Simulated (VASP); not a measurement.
# Ta2Ga (P6/mmm) in VASP: notebook, part 3 of 3

VASP 6.6.1. The steps go on from the part before.

### Step 7. Single point, PBE

This run uses another cell than the first one, of 17.74 Å³/atom, 1.114 times its volume.

Contents of INCAR:

```
ALGO = Fast ; EDIFF = 1E-6
ENCUT = 520 ; GGA = PE
ISIF = 2 ; ISMEAR = 0
LASPH = True ; LCHARG = False
LREAL = False ; LWAVE = False
NBANDS = 24 ; NELM = 100
PREC = Accurate ; SIGMA = 0.1
```

Contents of KPOINTS:

```
k-points
0
Gamma
  12 12 16
```

Contents of POSCAR:

```
Ta2Ga
1.0
    4.7012733522      0.0000000000      0.0000000000
   -2.3506366761      4.0714221531      0.0000000000
    0.0000000000      0.0000000000      2.7797621319
Ta Ga
2 1
Direct
    0.3333333333      0.6666666667      0.5000000000
    0.6666666667      0.3333333333      0.5000000000
    0.0000000000      0.0000000000      0.0000000000
```

Potentials or basis: VASP PAW PBE potentials, release 64 (Ta_pv, Ga_d).

The run is started by

```bash
$ cat potpaw_PBE.64/Ta_pv/POTCAR potpaw_PBE.64/Ga_d/POTCAR > POTCAR
$ mpirun -np 1 vasp_std > vasp.out
```

OUTCAR:

```text
EDIFF = 1E-6
   ENCUT = 520
   GGA = PE
   ISIF = 2
   ISMEAR = 0
   LASPH = True
   LREAL = False
   NELM = 100
   PREC = Accurate

 ion  position               nearest neighbor table
   1  0.333  0.667  0.500-   2 2.71   2 2.71   2 2.71   3 3.05   3 3.05   3 3.05   3 3.05   3 3.05
                             3 3.05
   2  0.667  0.333  0.500-   1 2.71   1 2.71   1 2.71   3 3.05   3 3.05   3 3.05   3 3.05   3 3.05
                             3 3.05
   3  0.000  0.000  0.000-   1 3.05   2 3.05   1 3.05   2 3.05   1 3.05   1 3.05   2 3.05   2 3.05
                             2 3.05   2 3.05   1 3.05   1 3.05

  LATTYP: Found a hexagonal cell.
 ALAT       =     4.7012733522
 C/A-ratio  =     0.5912785587

  Lattice vectors:

 A1 = (   4.7012733522,   0.0000000000,   0.0000000000)
 A2 = (  -2.3506366761,   4.0714221531,   0.0000000000)
 A3 = (   0.0000000000,   0.0000000000,   2.7797621319)

Analysis of symmetry for initial positions (statically):
=====================================================================
 Subroutine PRICEL returns:
 Original cell was already a primitive cell.

 Routine SETGRP: Setting up the symmetry group for a
 hexagonal supercell.

 Subroutine GETGRP returns: Found 24 space group operations
 (whereof 24 operations were pure point group operations)
 out of a pool of 24 trial point group operations.

The static configuration has the point symmetry D_6h.

Analysis of symmetry for dynamics (positions and initial velocities):
=====================================================================
 Subroutine PRICEL returns:
 Original cell was already a primitive cell.

 Routine SETGRP: Setting up the symmetry group for a
 hexagonal supercell.

 Subroutine GETGRP returns: Found 24 space group operations
 (whereof 24 operations were pure point group operations)
 out of a pool of 24 trial point group operations.

[... 112 lines left out ...]
   PSTRESS=    0.0 pullay stress
   NELECT =      35.0000    total number of electrons
   NUPDOWN=      -1.0000    fix difference up-down
   EMIN   =  10.00;   EMAX   =-10.00  energy-range for DOS
   EFERMI =   0.00;   METHOD = LEGACY
   ISMEAR =     0;   SIGMA  =   0.10  broadening in eV -4-tet -1-fermi 0-gaus
   EFERMI_NEDOS =   21; number of points for ismear=-14 and -15
   IALGO  =     68    algorithm
   IMIX   =      4    mixing-type and parameters
     AMIX     =   0.40;   BMIX     =  1.00
     AMIX_MAG =   1.60;   BMIX_MAG =  1.00
  volume/ion in A,a.u.               =      17.74       119.69
  Fermi-wavevector in a.u.,A,eV,Ry     =   1.423774  2.690543 27.580815  2.027133
  Thomas-Fermi vector in A             =   2.544336
   LORBIT       =      0    0 simple, 1 ext, 2 COOP (PROOUT), +10 PAW based schemes
   GGA     = PE    functional components
   LHFCALC =     F    Hartree Fock is set to
   AEXX    =    0.0000 exact exchange contribution
   IVDW    =     0    specifies the selected vdW correction
   LEPSILON=     F    determine dielectric tensor
   LRPA    =     F    only Hartree local field effects (RPA)
 non-spin polarized calculation
 RMM-DIIS sequential band-by-band and
 Gauss-broadening in eV      SIGMA  =   0.10
  energy-cutoff  :      520.00
  volume of cell :       53.21
 maximum number of plane-waves:      1474
 NGX is ok and might be reduce to    36
   NGX = 17   NGY = 17   NGZ = 11

 number of electron      35.0000006 magnetization

 Free energy of the ion-electron system (eV)
  ---------------------------------------------------
  ext. energy  EPLUGINS =         0.00000000
  ---------------------------------------------------
  free energy    TOTEN  =       -25.97643304 eV

  energy without entropy =      -25.97110514  energy(sigma->0) =      -25.97376909

 E-fermi :   6.1850     XC(G=0): -12.2538

 val. band max:        6.1815437809   @ k =   0.0833   0.0833   0.5000
 cond. band min:       6.1964008886   @ k =   0.3333   0.3333   0.1875
 fundamental gap:      0.0148571078
 Fermi energy:         6.1849906809

 k-point     1 :       0.0000    0.0000    0.0000
  band No.  band energies     occupation
      1     -28.4109      2.00000
      2     -28.4109      2.00000
      3     -27.5711      2.00000
      4     -27.5711      2.00000
      5     -27.5495      2.00000
      6     -27.3696      2.00000
[... 637 lines left out ...]
     23      10.3548      0.00000
     24      11.1981      0.00000

 [... further k-points ...]
[... 5 lines left out ...]
  --------------------------------------------------------------------------------------
  -------------------------------------------------------------------------------------
  Total        0.0657756      0.0657756      0.0534142      0.0000000      0.0000000     -0.0000000
  in kB        1.9806416      1.9806416      1.6084148      0.0000000      0.0000000     -0.0000000
  external PRESSURE =       1.8565660 kB  Pullay stress =       0.0000000 kB

 VOLUME and BASIS-vectors are now :
 -----------------------------------------------------------------------------
  energy-cutoff  :      520.00
  volume of cell :       53.21
      direct lattice vectors                 reciprocal lattice vectors
     4.701273352  0.000000000  0.000000000     0.212708329  0.122807211  0.000000000
    -2.350636676  4.071422153  0.000000000     0.000000000  0.245614422  0.000000000
     0.000000000  0.000000000  2.779762132     0.000000000  0.000000000  0.359743011

 POSITION                                       TOTAL-FORCE (eV/Angst)
 -----------------------------------------------------------------------------------
     -0.00000      2.71428      1.38988        -0.000000      0.000000     -0.000000
      2.35064      1.35714      1.38988         0.000000     -0.000000      0.000000
      0.00000      0.00000      0.00000         0.000000      0.000000      0.000000
 -----------------------------------------------------------------------------------
    total drift:                                0.000000     -0.000000     -0.000000

  FREE ENERGIE OF THE ION-ELECTRON SYSTEM (eV)
  ---------------------------------------------------
  free  energy   TOTEN  =       -25.9764330398 eV

  energy  without entropy=      -25.9711051435  energy(sigma->0) =      -25.97376909
```

stdout:

```text
POSCAR found type information on POSCAR TaGa
 POSCAR found :  2 types and       3 ions
 scaLAPACK will be used
 LDA part: xc-table for (Slater+PW92), standard interpolation
 POSCAR, INCAR and KPOINTS ok, starting setup
 FFT: planning ... GRIDC
 FFT: planning ... GRID_SOFT
 FFT: planning ... GRID
 WAVECAR not read
 entering main loop
```

Run time: 3.1 min. Hardware: 1 thread of Intel Xeon 6975P-C, shared host; peak memory 0.34 GiB.

Results:

* Free energy: -25.9764 eV
* Pressure: 0.2 GPa

Caveat: spin-orbit coupling is left out, which moves the levels of the heavy elements.

### Step 8. Overview

| task | cell | k mesh | cutoff (eV) | gap on the mesh (eV) | pressure (GPa) | relaxed volume (Å³/atom) |
| --- | --- | --- | --- | --- | --- | --- |
| single point | a = 3.710, b = 3.710, c = 4.006 Å, angles 90.0, 90.0, 120.0°, 3 atoms | 6 × 6 × 4 | 520 | none | 73.5 | - |
| single point | a = 4.671, b = 4.671, c = 2.811 Å, angles 90.0, 90.0, 120.0°, 3 atoms | 6 × 6 × 4 | 520 | none | 0.2 | - |
| single point | a = 4.711, b = 4.711, c = 2.769 Å, angles 90.0, 90.0, 120.0°, 3 atoms | 6 × 6 × 6 | 520 | none | 0.3 | - |
| relaxation of cell and atoms | relaxed from a = 3.710, b = 3.710, c = 4.006 Å, angles 90.0, 90.0, 120.0°, 3 atoms | 6 × 6 × 4 | 600 | none | 0.0 | 17.72 |
| relaxation of cell and atoms | relaxed from a = 4.671, b = 4.671, c = 2.811 Å, angles 90.0, 90.0, 120.0°, 3 atoms | 6 × 6 × 6 | 600 | none | -0.2 | 17.79 |
| single point | a = 4.701, b = 4.701, c = 2.780 Å, angles 90.0, 90.0, 120.0°, 3 atoms | 12 × 12 × 16 | 520 | none | 0.2 | - |

Alike in all rows: level PBE; potentials or basis VASP PAW PBE potentials, release 64 (Ta_pv, Ga_d); no spin polarisation; smearing gaussian 0.1 eV.

Caveats: some runs use coarse meshes; spin-orbit coupling is left out, which moves the levels of the heavy elements.

Absolute energies hang on the potentials; compare differences alone.
